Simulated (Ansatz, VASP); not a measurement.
## ZnAuC4N4 in VASP and in Ansatz

```
Zn C Au N
1.0
     6.13087    0.00000    0.00000
     0.00000    6.13087    0.00000
     0.00000    0.00000    6.13087
Zn C Au N
1 4 1 4
Cartesian
  0.0000 0.0000 0.0000
  1.1574 1.1574 1.1574
  1.1574 4.9735 4.9735
  4.9735 1.1574 4.9735
  4.9735 4.9735 1.1574
  3.0654 3.0654 3.0654
  1.8304 1.8304 1.8304
  1.8304 4.3005 4.3005
  4.3005 1.8304 4.3005
  4.3005 4.3005 1.8304
```

Alike in both runs: functional PBE; k mesh 4 × 4 × 4; occupations gaussian, width 0.1 eV; collinear spin.

Ansatz relaxed the structure, and its values are those at the end. VASP's run is a single point on that final structure, the one shown.

```csv
,VASP,Ansatz
version,VASP 6.6.1,Ansatz 0.2.0
potentials or method,"VASP PAW PBE potentials, release 64 (Zn, C, Au, N), cutoff 520 eV","scalar-relativistic, plane waves, PAW"
valence electrons in the cell,59,67
```

```csv
,VASP,Ansatz,Ansatz less VASP
gap on the k mesh at the Fermi level (eV),none,none,-
pressure (GPa),0.5,0.1,-0.36
rms of the force components (eV/Å),0.203,0.001,-0.2017
net moment per atom (μB),0.10,0.10,0.000
size of the moment on the site where the two differ most (μB),0.52,0.43,-0.090
```

Site moments also hang on the region over which each program counts them. A gap of «none» marks a metal or a gap that the smearing closes. One of these differences is far larger than is usual between the two programs; its cause wasn't traced. VASP's potentials hold 59 valence electrons a cell and Ansatz's 67, so a difference there can come from the potentials and not from the codes.

Neither program's run includes spin-orbit coupling. Noted on VASP's run: the standard files for N, O and F lose accuracy on very short bonds.
